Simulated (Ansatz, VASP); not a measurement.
# One calculation of ZrB, two programs

INCAR

```
ALGO = Normal
EDIFF = 1E-6
ENCUT = 520
GGA = PS
ISIF = 2
ISMEAR = 0
LASPH = True
LCHARG = False
LREAL = False
LWAVE = False
NBANDS = 14
NELM = 100
PREC = Accurate
SIGMA = 0.15
```

Contents of KPOINTS:

```
k-points
0
Gamma
  18 18 18
```

Contents of POSCAR:

```
ZrB
1.0
    0.0000000000      2.3540625000      2.3540625000
    2.3250000000      0.0290625000      2.3250000000
    2.3250000000      2.3250000000      0.0290625000
Zr B
1 1
Direct
    0.0000000000      0.0000000000      0.0000000000
    0.5000000000      0.5000000000      0.5000000000
```

Input for Ansatz:

```yaml
crystal:
  lattice:
    - [0.0, 2.3540625, 2.3540625]
    - [2.325, 0.0290625, 2.325]
    - [2.325, 2.325, 0.0290625]
  atoms:
    - { symbol: Zr, position: [0.0, 0.0, 0.0] }
    - { symbol: B, position: [0.5, 0.5, 0.5] }
basis:
  ecutwfc: 420
kpoints:
  mp_grid: { grid: [18, 18, 18] }
hamiltonian:
  xc: pbesol
scf:
  occupations: { method: gaussian, width: 0.15 }
output:
  forces: true
  stress: true
  eigenvalues: true
```

Change from the starting cell: strain +0.0250 x Voigt [0, 0, 0, 1, 0, 0], atoms carried along.

Alike in both runs: task single point; functional PBEsol; k mesh 18 × 18 × 18; occupations gaussian, width 0.15 eV; no spin polarisation.

|  | VASP | Ansatz |
| --- | --- | --- |
| version | VASP 6.6.1 | Ansatz 0.2.0 |
| potentials or method | VASP PAW PBE potentials, release 64 (Zr_sv, B), cutoff 520 eV | scalar-relativistic, plane waves, PAW |
| valence electrons in the cell | 15 | 15 |

|  | VASP | Ansatz | Ansatz less VASP |
| --- | --- | --- | --- |
| gap on the k mesh at the Fermi level (eV) | none | none | - |
| pressure (GPa) | 29.7 | 29.4 | -0.31 |
| traceless stress, the component that is largest in VASP (GPa) | -1.44 | -1.45 | -0.006 |

VASP's potentials were made for PBE, not for PBEsol. A gap of «none» marks a metal or a gap that the smearing closes. Both programs put the cell under a high pressure, so it lies far from rest at this level.
